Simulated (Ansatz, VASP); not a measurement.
Hg: VASP beside Ansatz

```
Hg
1.0
    -1.85614    1.85614    1.85614
     1.85614   -1.85614    1.85614
     1.85614    1.85614   -1.85614
Hg
1
Direct
  0.00000 0.00000 0.00000
```

Alike in both runs: task single point; functional r2SCAN; k mesh 13 × 13 × 13; occupations fermi-dirac, width 0.1 eV; no spin polarisation.

```csv
,VASP,Ansatz
version,VASP 6.6.1,Ansatz 0.2.0
potentials or method,"VASP PAW PBE potentials, release 64 (Hg), cutoff 550 eV","plane waves (500 eV) with PAW, scalar-relativistic"
valence electrons in the cell,12,20
```

Ansatz gave:

```
pressure (GPa) : 1.1
```

Task: Which values does VASP return?

Result: Pressure (GPa): 1.4.

VASP's potentials were made for PBE, not for r2SCAN. The functional is the same, so the differences come from potentials, cutoffs and numerics. VASP's potentials hold 12 valence electrons a cell and Ansatz's 20, so a difference there can come from the potentials and not from the codes.

Spin-orbit coupling is off throughout.
